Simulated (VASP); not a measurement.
Input of a VASP 6.6.1 run:

The input INCAR:

```
SYSTEM = Ga12O19
PREC = Accurate
ENCUT = 520
EDIFF = 1E-6
ISMEAR = -1
SIGMA = 0.01
LREAL = Auto
LASPH = .TRUE.
NELM = 120
ALGO = Normal
ISIF = 2
LWAVE = .FALSE.
LCHARG = .FALSE.
GGA = PE
NBANDS = 156
NELECT = 272.0
GGA_COMPAT = .FALSE.
ISYM = -1
```

File KPOINTS:

```
explicit points
1
Reciprocal
  0.25000000   0.25000000   0.25000000 1
```

Contents of POSCAR:

```
Ga12O19
1.0
    0.0000000000      9.2496621800      0.0000000000
   -1.3977182400      0.0000000000      5.7085775500
    6.2279771500     -1.5416103600      0.0067278600
Ga O
12 19
Direct
    0.0930940859      0.7707951504      0.6437572497
    0.2216961298      0.3503768187      0.3015459153
    0.3013679960      0.2314093843      0.8033139809
    0.0223824412      0.7962055925      0.1181102727
    0.4415358035      0.6939204749      0.6861253987
    0.5516693469      0.3321077055      0.3187355942
    0.6389886140      0.2112885046      0.8374410617
    0.3596820382      0.8162384292      0.1769697149
    0.7677753436      0.6712592815      0.7026506739
    0.9068326259      0.2501754806      0.3586382510
    0.9688632697      0.2051210436      0.8275462963
    0.6861758555      0.7950766712      0.2012770977
    0.1811970807      0.7392105724     -0.0184127040
    0.1708037408      0.2900429216      0.9789872594
    0.2814097787      0.4462422163      0.6315087211
    0.0682881565      0.5967557652      0.3380623222
    0.0625749398      0.1204950045      0.2330491957
    0.2886159918      0.9142904146      0.6703862729
    0.4981602279      0.7561280117      0.0093057364
    0.4943566100      0.2736027472      0.9944468968
    0.5991269607      0.4347167380      0.6613973389
    0.3940219331      0.5879376055      0.3459621099
    0.3878356777      0.1288544645      0.3213944411
    0.6087957144      0.8983281377      0.6867206672
    0.8159386181      0.7163636260      0.0325046964
    0.8293302835      0.2634618374      1.0077007774
    0.9208762688      0.4449836188      0.6513963720
    0.7051893043      0.5828572556      0.3720582400
    0.7102866817      0.1132050309      0.3285297436
    0.9439196432      0.8715468393      0.8112950309
    1.0046846550      1.0449598645      0.5509295201
```

Potentials or basis: VASP PAW PBE potentials, release 64 (Ga_d, O).

Run with:

```bash
$ cat potpaw_PBE.64/Ga_d/POTCAR potpaw_PBE.64/O/POTCAR > POTCAR
$ mpirun -np 1 vasp_std > vasp.out
```

(1) Predict the largest force.

Answers

(1) 0.058 eV/Å.

Caveat: the cell carries a net charge on a neutralising background, which shifts energy and pressure.
